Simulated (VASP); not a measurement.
# TiSi2 (P1) in VASP: a series of runs

TiSi2 is run at these levels: PBEsol; tasks: single point.

Everything below comes from runs of VASP 6.6.1. Logs are shortened: lines on timing, memory, paths and dates and some standing lists are left out, and cuts for length are marked.

**1. The cell of the first run**

The typed cell holds 24 atoms: a = 4.857 Å, b = 8.370 Å, c = 8.666 Å, α = 90.00°, β = 90.00°, γ = 90.00°.

**2. Single point, PBEsol**

Contents of INCAR:

```
ALGO = Normal
EDIFF = 1E-7
ENCUT = 520
GGA = PS
ISIF = 2
ISMEAR = -1
LASPH = True
LCHARG = True
LELF = True
LREAL = Auto
LVHAR = True
LWAVE = False
NBANDS = 98
NELM = 100
PREC = Accurate
SIGMA = 0.17
```

Contents of KPOINTS:

```
k-points
0
Gamma
  3 2 2
```

Contents of POSCAR:

```
TiSi2
1.0
    4.8573820000      0.0000000000      0.0000000000
    0.0000000000      8.3700570000      0.0000000000
    0.0000000000      0.0000000000      8.6655880000
Ti Si
8 16
Direct
    0.4712003297      0.5102235266      0.5519302325
    0.7465955941      0.7532565190      0.7665723318
   -0.0139787235     -0.0309077943      0.5129369178
    0.2620547447      0.2621009630      0.7825320105
    0.0047556482      0.4753970015      0.0535797455
    0.2808302909      0.7160644187      0.2728031843
    0.5410321857      0.0007287883      0.0171367483
    0.7544187383      0.2516589791      0.2464806774
    0.5058897982      0.8446537461      0.5148294611
    0.4386519323      0.1770238841      0.5252269090
    0.2268505957      0.0905489652      0.2761959142
    0.2306180572      0.3836533013      0.3151315294
   -0.0332071886      0.3250515498      0.5424790562
   -0.0103759597      0.6399956416      0.5372514825
    0.7510012595      0.5677141745      0.3052649168
    0.7538217089      0.8463383224      0.2547317043
    0.0485652559      0.8326944488      0.0550683924
    0.0427184850      0.1225917577      0.0128092866
    0.7209645031      0.0843124485      0.7634450195
    0.7504248173      0.4142743592      0.8108970793
    0.5615370584      0.2793051469      0.0031042325
    0.5916767510      0.6568891944      0.0383932400
    0.2558374038      0.6013579119      0.7794277780
    0.2365883515      0.9072220177      0.7868363924
```

Potentials or basis: VASP PAW PBE potentials, release 64 (Ti_sv, Si).

Command:

```bash
$ cat potpaw_PBE.64/Ti_sv/POTCAR potpaw_PBE.64/Si/POTCAR > POTCAR
$ mpirun -np 1 vasp_std > vasp.out
```

OUTCAR:

```text
EDIFF = 1E-7
   ENCUT = 520
   GGA = PS
   ISIF = 2
   ISMEAR = -1
   LASPH = True
   LREAL = Auto
   NELM = 100
   PREC = Accurate

 ion  position               nearest neighbor table
   1  0.471  0.510  0.552-  23 2.36  15 2.58  14 2.58  12 2.59  20 2.74  14 2.75  10 2.80   9 2.82
                            13 2.86  13 2.90
   2  0.747  0.753  0.767-  14 2.50   9 2.59  22 2.60  23 2.70  24 2.71  19 2.77  23 2.78  24 2.80
                            20 2.86  17 2.97
   3  0.986  0.969  0.513-   9 2.55  11 2.57  19 2.70  16 2.71  24 2.72   9 2.73  14 2.76  10 2.81
                            13 2.99
   4  0.262  0.262  0.783-  21 2.41  10 2.49  18 2.55  13 2.58  19 2.69  20 2.70  20 2.80  23 2.84
                            24 2.97  19 3.02
   5  0.005  0.475  0.054-  20 2.49  22 2.52  15 2.62  12 2.63  21 2.74   8 2.79  23 2.87  18 2.98
                            17 3.00
   6  0.281  0.716  0.273-  17 2.41  16 2.55  22 2.58   9 2.60  15 2.61  14 2.77  16 2.79  12 2.82
                            15 2.87
   7  0.541  0.001  0.017-  21 2.34  19 2.47  24 2.60  18 2.63  16 2.64  18 2.64  17 2.79  11 2.82
                            17 2.86  22 2.89
   8  0.754  0.252  0.246-  21 2.32  12 2.63  11 2.67  18 2.69  15 2.69   5 2.79  13 2.83  12 2.84
                            11 2.91  10 2.93
   9  0.506  0.845  0.515-   3 2.55  16 2.56   2 2.59   6 2.60   3 2.73  24 2.75  10 2.80   1 2.82
                            14 2.91  14 3.04  19 3.12
  10  0.439  0.177  0.525-   4 2.49  11 2.50  19 2.60  13 2.61  12 2.71   9 2.80   1 2.80   3 2.81
                            13 2.85   8 2.93
  11  0.227  0.091  0.276-  18 2.47  12 2.48  10 2.50   3 2.57   8 2.67   7 2.82   8 2.91  17 3.01
                            16 3.08
  12  0.231  0.384  0.315-  13 2.40  11 2.48   1 2.59   8 2.63   5 2.63  10 2.71  15 2.79   6 2.82
                             8 2.84  15 2.96  14 3.11
  13  0.967  0.325  0.542-  12 2.40   4 2.58  10 2.61  14 2.64  20 2.66   8 2.83  10 2.85   1 2.86
                             1 2.90   3 2.99  19 3.03  15 3.07
  14  0.990  0.640  0.537-  15 2.40  23 2.49   2 2.50   1 2.58  13 2.64   1 2.75   3 2.76   6 2.77
                             9 2.91   9 3.04  12 3.11
  15  0.751  0.568  0.305-  16 2.37  14 2.40  22 2.55   1 2.58   6 2.61   5 2.62   8 2.69  12 2.79
                             6 2.87  12 2.96  13 3.07
  16  0.754  0.846  0.255-  17 2.25  15 2.37   6 2.55   9 2.56  22 2.58   7 2.64   3 2.71   6 2.79
                            11 3.08
  17  0.049  0.833  0.055-  16 2.25   6 2.41  18 2.45  24 2.57  22 2.67   7 2.79   7 2.86   2 2.97
                             5 3.00  11 3.01  22 3.02
  18  0.043  0.123  0.013-  17 2.45  11 2.47   4 2.55   7 2.63   7 2.64  21 2.68  19 2.69   8 2.69
                            24 2.82  21 2.84   5 2.98
  19  0.721  0.084  0.763-   7 2.47  10 2.60   4 2.69  18 2.69   3 2.70  21 2.75   2 2.77  24 2.79
                            20 2.80  24 2.92   4 3.02  13 3.03   9 3.12
  20  0.750  0.414  0.811-  21 2.21   5 2.49  13 2.66   4 2.70   1 2.74  19 2.80   4 2.80   2 2.86
                            23 2.88  23 2.92  22 2.93
  21  0.562  0.279  0.003-  20 2.21   8 2.32   7 2.34   4 2.41  18 2.68   5 2.74  19 2.75  18 2.84

  22  0.592  0.657  0.038-   5 2.52  15 2.55  16 2.58   6 2.58   2 2.60  17 2.67  23 2.81   7 2.89
                            20 2.93  17 3.02
  23  0.256  0.601  0.779-   1 2.36  14 2.49  24 2.56   2 2.70   2 2.78  22 2.81   4 2.84   5 2.87
                            20 2.88  20 2.92
  24  0.237  0.907  0.787-  23 2.56  17 2.57   7 2.60   2 2.71   3 2.72   9 2.75  19 2.79   2 2.80
                            18 2.82  19 2.92   4 2.97

  LATTYP: Found a simple orthorhombic cell.
 ALAT       =     4.8573820000
 B/A-ratio  =     1.7231621890
 C/A-ratio  =     1.7840038111

  Lattice vectors:

 A1 = (   4.8573820000,   0.0000000000,   0.0000000000)
 A2 = (   0.0000000000,   8.3700570000,   0.0000000000)
 A3 = (   0.0000000000,   0.0000000000,   8.6655880000)

Analysis of symmetry for initial positions (statically):
=====================================================================
 Subroutine PRICEL returns:
 Original cell was already a primitive cell.

 Routine SETGRP: Setting up the symmetry group for a
 simple orthorhombic supercell.

 Subroutine GETGRP returns: Found  1 space group operations
 (whereof  1 operations were pure point group operations)
 out of a pool of  8 trial point group operations.

The static configuration has the point symmetry C_1 .

Analysis of symmetry for dynamics (positions and initial velocities):
=====================================================================
 Subroutine PRICEL returns:
 Original cell was already a primitive cell.

 Routine SETGRP: Setting up the symmetry group for a
 simple orthorhombic supercell.

 Subroutine GETGRP returns: Found  1 space group operations
 (whereof  1 operations were pure point group operations)
[... 87 lines left out ...]
     0.000000000  0.059736750  0.000000000     0.000000000  0.500000000  0.000000000
     0.000000000  0.000000000  0.057699489     0.000000000  0.000000000  0.500000000

  Length of vectors
     0.068624072  0.059736750  0.057699489

  Shift w.r.t. Gamma in fractional coordinates (k-lattice)
     0.000000000  0.000000000  0.000000000

 Subroutine IBZKPT returns following result:
 ===========================================

 Found      8 irreducible k-points:

 Following reciprocal coordinates:
            Coordinates               Weight
  0.000000  0.000000  0.000000      1.000000
  0.333333  0.000000  0.000000      2.000000
  0.000000  0.500000  0.000000      1.000000
  0.333333  0.500000  0.000000      2.000000
  0.000000  0.000000  0.500000      1.000000
  0.333333  0.000000  0.500000      2.000000
  0.000000  0.500000  0.500000      1.000000
  0.333333  0.500000  0.500000      2.000000
   k-points           NKPTS =      8   k-points in BZ     NKDIM =      8   number of bands    NBANDS=     98
   number of dos      NEDOS =    301   number of ions     NIONS =     24
   total plane-waves  NPLWV = 147456
   dimension x,y,z NGX =    36 NGY =   64 NGZ =   64
   dimension x,y,z NGXF=    72 NGYF=  128 NGZF=  128
   ions per type =               8  16
   NGX,Y,Z   is equivalent  to a cutoff of  12.32, 12.71, 12.28 a.u.
   NGXF,Y,Z  is equivalent  to a cutoff of  24.64, 25.42, 24.56 a.u.
 SYSTEM =  unknown system
   PREC   = accura    normal or accurate (medium, high low for compatibility)
   ISTART =      0    job   : 0-new  1-cont  2-samecut
   ICHARG =      2    charge: 1-file 2-atom 10-const
   ISPIN  =      1    spin polarized calculation?
   LNONCOLLINEAR =      F non collinear calculations
   LSORBIT =      F    spin-orbit coupling
   LASPH  =      T    aspherical Exc in radial PAW
   ENCUT  =  520.0 eV  38.22 Ry    6.18 a.u.   9.03 15.56 16.11*2*pi/ulx,y,z
   NELM   =    100;   NELMIN=  2; NELMDL= -5     # of ELM steps
   EDIFF  = 0.1E-06   stopping-criterion for ELM
   LREAL  =      T    real-space projection
   EDIFFG = 0.1E-05   stopping-criterion for IOM
   NSW    =      0    number of steps for IOM
   IBRION =     -1    ionic relax: 0-MD 1-quasi-New 2-CG
   NFREE  =      0    steps in history (QN), initial steepest desc. (CG)
   ISIF   =      2    stress and relaxation
   ISYM   =      2    0-nonsym 1-usesym 2-fastsym
   POTIM  = 0.5000    time-step for ionic-motion
   TEBEG  =    0.0;   TEEND  =   0.0 temperature during run
   PSTRESS=    0.0 pullay stress
   NELECT =     160.0000    total number of electrons
   NUPDOWN=      -1.0000    fix difference up-down
   EMIN   =  10.00;   EMAX   =-10.00  energy-range for DOS
   EFERMI =   0.00;   METHOD = LEGACY
   ISMEAR =    -1;   SIGMA  =   0.17  broadening in eV -4-tet -1-fermi 0-gaus
   EFERMI_NEDOS =   21; number of points for ismear=-14 and -15
   IALGO  =     38    algorithm
   IMIX   =      4    mixing-type and parameters
     AMIX     =   0.40;   BMIX     =  1.00
     AMIX_MAG =   1.60;   BMIX_MAG =  1.00
  volume/ion in A,a.u.               =      14.68        99.06
  Fermi-wavevector in a.u.,A,eV,Ry     =   1.258361  2.377958 21.544451  1.583472
  Thomas-Fermi vector in A             =   2.391974
   LORBIT       =      0    0 simple, 1 ext, 2 COOP (PROOUT), +10 PAW based schemes
   GGA     = PS    functional components
   LHFCALC =     F    Hartree Fock is set to
   AEXX    =    0.0000 exact exchange contribution
   IVDW    =     0    specifies the selected vdW correction
   LEPSILON=     F    determine dielectric tensor
   LRPA    =     F    only Hartree local field effects (RPA)
 non-spin polarized calculation
  energy-cutoff  :      520.00
  volume of cell :      352.31
 maximum number of plane-waves:      9506
   NGX = 19   NGY = 31   NGZ = 33

 number of electron     160.0000007 magnetization

 Free energy of the ion-electron system (eV)
  ---------------------------------------------------
  ext. energy  EPLUGINS =         0.00000000
  ---------------------------------------------------
  free energy    TOTEN  =      -169.04303692 eV

  energy without entropy =     -167.97435893  energy(sigma->0) =     -168.50869792

 E-fermi :   9.5715     XC(G=0): -11.5670

 val. band max:        9.5517322698   @ k =   0.3333   0.0000   0.5000
 cond. band min:       9.6261189134   @ k =   0.0000   0.5000   0.0000
 fundamental gap:      0.0743866436
 Fermi energy:         9.5714762367

 k-point     1 :       0.0000    0.0000    0.0000
  band No.  band energies     occupation
      1     -46.7477      2.00000
      2     -46.6992      2.00000
      3     -46.6417      2.00000
      4     -46.6413      2.00000
      5     -46.5792      2.00000
      6     -46.5139      2.00000
[... 749 lines left out ...]
     91      11.2155      0.00013
     92      11.3833      0.00005
 [bands above 92 left out]

------------------------ aborting loop because EDIFF is reached ----------------------------------------

  FORCE on cell =-STRESS in cart. coord.  units (eV):
  Direction    XX          YY          ZZ          XY          YZ          ZX
  --------------------------------------------------------------------------------------
  -------------------------------------------------------------------------------------
  Total       -5.0765236     -3.2506017     -0.3095084     -0.8873510     -0.8860901     -0.7326539
  in kB      -23.0859780    -14.7824232     -1.4075193     -4.0353138     -4.0295799     -3.3318138
  external PRESSURE =     -13.0919735 kB  Pullay stress =       0.0000000 kB

 VOLUME and BASIS-vectors are now :
 -----------------------------------------------------------------------------
  energy-cutoff  :      520.00
  volume of cell :      352.31
      direct lattice vectors                 reciprocal lattice vectors
     4.857382000  0.000000000  0.000000000     0.205872217  0.000000000  0.000000000
     0.000000000  8.370057000  0.000000000     0.000000000  0.119473499  0.000000000
     0.000000000  0.000000000  8.665588000     0.000000000  0.000000000  0.115398978

 POSITION                                       TOTAL-FORCE (eV/Angst)
 -----------------------------------------------------------------------------------
      2.28880      4.27060      4.78280         1.777904     -1.692982     -1.478844
      3.62650      6.30480      6.64280         0.082030      0.048263      1.062810
      4.78948      8.11136      4.44490         0.711504      1.224238      0.865902
      1.27290      2.19380      6.78110        -0.854607     -0.647016     -0.435276
      0.02310      3.97910      0.46430         1.631099      0.131857     -0.664837
      1.36410      5.99350      2.36400        -1.316141      0.235303      1.382043
[... 16 lines left out ...]
      1.24270      5.03340      6.75420        -0.592164     -0.144492      1.739493
      1.14920      7.59350      6.81840         0.245098      0.009788     -0.712872
 -----------------------------------------------------------------------------------
    total drift:                               -0.034068      0.007858      0.014536

  FREE ENERGIE OF THE ION-ELECTRON SYSTEM (eV)
  ---------------------------------------------------
  free  energy   TOTEN  =      -169.0430369217 eV

  energy  without entropy=     -167.9743589270  energy(sigma->0) =     -168.50869792
```

Run time: 6.1 min. Hardware: 1 thread of Intel Xeon Platinum 8488C (Sapphire Rapids), shared host; peak memory 0.44 GiB.

What came out:

| Property | Result |
| --- | --- |
| Free energy | -169.0430 eV |
| Pressure | -1.3 GPa |
| Largest force | 3.711 eV/Å |
| Band gap on the k mesh | zero (band 80 reaches 9.84 eV, above the bottom of band 81 at 9.12 eV) |

Forces on the atoms (eV/Å):
```
Ti   1.778 -1.693 -1.479
Ti   0.082  0.048  1.063
Ti   0.712  1.224  0.866
Ti  -0.855 -0.647 -0.435
Ti   1.631  0.132 -0.665
Ti  -1.316  0.235  1.382
Ti  -1.076 -3.309  1.289
Ti  -0.003 -1.047  3.255
Si  -0.794 -0.096  0.246
Si   1.276 -0.585 -0.379
Si   0.758 -0.792 -0.637
Si   0.485  0.972 -1.134
Si  -0.636 -0.078  0.157
Si   0.269  0.467 -0.229
Si   0.208 -1.067 -0.638
Si  -0.230  2.067  2.004
Si   0.246 -0.197 -2.859
Si  -0.688  1.188  0.056
Si   0.872 -0.104 -0.578
Si   0.422  1.297 -2.753
Si  -1.177  2.099  1.067
Si  -1.619  0.018 -0.624
Si  -0.592 -0.144  1.739
Si   0.245  0.010 -0.713
```

Caveat: the k points lie up to 0.43 Å⁻¹ apart; the PAW data sets were made with another functional, which shifts forces and pressure a little.

(Continued in part 2 of 2.)
